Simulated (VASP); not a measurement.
Crystal: As2F.

```
CELL_PARAMETERS angstrom
-3.16795 3.16795 2.63701
3.16795 -3.16795 2.63701
3.16795 3.16795 -2.63701
ATOMIC_POSITIONS crystal
As 0.66700 0.16700 0.83400
As 0.16700 0.33300 0.50000
As 0.33300 0.83300 0.16600
As 0.83300 0.66700 0.50000
F 0.25000 0.25000 0.00000
F 0.75000 0.75000 0.00000
```

| Quantity | Value |
| --- | --- |
| Program | VASP 6.6.1 |
| Task | relaxation of cell and atoms |
| Functional | PBE |
| Potentials or basis | VASP PAW PBE potentials, release 64 (As, F) |
| Cutoff | 600 eV |
| k mesh | 4 × 4 × 4 |
| Occupations | gaussian, width 0.1 eV |
| Spin | no spin polarisation |

At the start: pressure -5.9 GPa; volume 17.64 Å³/atom.

How do energy, volume and symmetry change on relaxing?

Over 25 steps the energy falls by 154.6 meV/atom and the volume is 17.10 Å³/atom (-3.1 %); space group I4/mcm (No. 140, to 0.1 Å) before and after.

The path:
```tsv
step	energy change (eV)	largest force (eV/Å)	pressure (GPa)	volume (Å³)
1	0.0000	0.2100	-5.91	105.86
2	-0.1847	0.3491	0.83	96.20
3	-0.1858	0.3416	0.27	96.81
4	-0.2162	0.4614	0.44	96.57
5	-0.3517	0.7471	0.79	95.84
6	-0.6747	0.6985	2.48	94.32
7	0.0656	3.5865	17.62	91.06
8	-0.7511	0.4576	3.52	93.85
9	-0.7750	0.0755	5.81	93.12
10	-0.7801	0.0611	5.08	93.32
11	-0.7909	0.0092	5.04	93.59
12	-0.8146	0.1152	5.15	94.41
13	-0.8075	0.6746	5.77	96.05
14	-0.8225	0.2534	5.36	95.00
15	-0.8494	0.1799	4.42	95.91
16	-0.9018	0.0265	1.89	98.67
17	-0.8921	0.3830	-2.25	104.36
18	-0.9153	0.1912	-0.10	101.18
19	-0.9153	0.1832	-0.01	101.05
20	-0.9182	0.1533	0.00	101.22
21	-0.9242	0.0649	0.07	101.73
22	-0.9258	0.1456	0.24	102.76
23	-0.9272	0.0351	0.20	102.28
24	-0.9273	0.0546	0.20	102.37
25	-0.9278	0.0282	0.02	102.60
```

Final structure:
```yaml
crystal:
  lattice:
    - [-3.23880, 3.23880, 2.44515]
    - [3.23880, -3.23880, 2.44515]
    - [3.23880, 3.23880, -2.44515]
  atoms:
    - { symbol: As, position: [0.63139, 0.13139, 0.76279] }
    - { symbol: As, position: [0.13139, 0.36861, 0.50000] }
    - { symbol: As, position: [0.36861, 0.86861, 0.23721] }
    - { symbol: As, position: [0.86861, 0.63139, 0.50000] }
    - { symbol: F, position: [0.25000, 0.25000, 0.00000] }
    - { symbol: F, position: [0.75000, 0.75000, 0.00000] }
```

Caveat: the k points lie up to 0.40 Å⁻¹ apart in the final cell, too coarse for converged energies and pressures of a metal.
